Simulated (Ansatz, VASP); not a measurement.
# PbSe in VASP and in Ansatz

```
Pb Se
1.0
     0.00000    3.06969    3.06969
     3.06969    0.00000    3.06969
     3.06969    3.06969    0.00000
Pb Se
1 1
Cartesian
  0.0000 0.0000 0.0000
  3.0697 3.0697 3.0697
```

Alike in both runs: task single point; functional PBE; k mesh 6 × 6 × 6; occupations fermi-dirac, width 0.5 eV; no spin polarisation.

|  | VASP | Ansatz |
| --- | --- | --- |
| version | VASP 6.6.1 | Ansatz 0.2.0 |
| potentials or method | VASP PAW PBE potentials, release 64 (Pb_d, Se) | plane waves |
| plane-wave cutoff (eV) | 520 | 420 |
| valence electrons in the cell | 20 | 30 |

|  | VASP | Ansatz | Ansatz less VASP |
| --- | --- | --- | --- |
| pressure (GPa) | 2.1 | 2.1 | +0.02 |

VASP's potentials hold 20 valence electrons a cell and Ansatz's 30, so a difference there can come from the potentials and not from the codes.

Spin-orbit coupling is off throughout.
